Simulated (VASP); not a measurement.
Set up this calculation in VASP 6.6.1, as the native input.

- Task: single point
- Functional: LDA
- Potentials or basis: VASP PAW LDA potentials, release 64 (Na_pv, F)
- Cutoff: 520 eV
- k mesh: 8 × 8 × 8
- Occupations: gaussian, width 0.05 eV
- Spin: no spin polarisation
- Dipole correction: no
- Further INCAR settings: ALGO = Normal; EDIFF = 1e-06; NBANDS = 14

The structure of NaF lies in POSCAR:

```
NaF
1.0
    0.0000000000      2.2071350000      2.4394650000
    2.2071350000      0.0000000000      2.4394650000
    2.2071350000      2.2071350000      0.0000000000
Na F
1 1
Direct
    0.0000000000      0.0000000000      0.0000000000
    0.5000000000      0.5000000000      0.5000000000
```

This cell differs from its parent crystal: strain -0.050 along x and y, +0.050 along z.

These files were run (other wordings do the same):

INCAR

```
ALGO = Normal ; EDIFF = 1E-6
ENCUT = 520 ; ISIF = 2
ISMEAR = 0 ; LASPH = T
LCHARG = T ; LELF = T
LREAL = F ; LVHAR = T
LWAVE = F ; NBANDS = 14
NELM = 60 ; PREC = Accurate
SIGMA = 0.05
```

KPOINTS

```
k-points
0
Gamma
  8 8 8
```

Potentials or basis: VASP PAW LDA potentials, release 64 (Na_pv, F).

Launch:

```sh
$ cat potpaw_LDA.64/Na_pv/POTCAR potpaw_LDA.64/F/POTCAR > POTCAR
$ mpirun -np 1 vasp_std > vasp.out
```

Results of the run:

- Pressure: -1.0 GPa
- Band gap on the k mesh: 6.17 eV, direct

Caveat: the cell differs from its parent crystal (strain -0.050 along x and y, +0.050 along z).

It took 24 s on 1 thread of AMD EPYC 7R43 64-Core Processor (Zen 3), with other jobs on the host, peak memory 0.09 GiB.
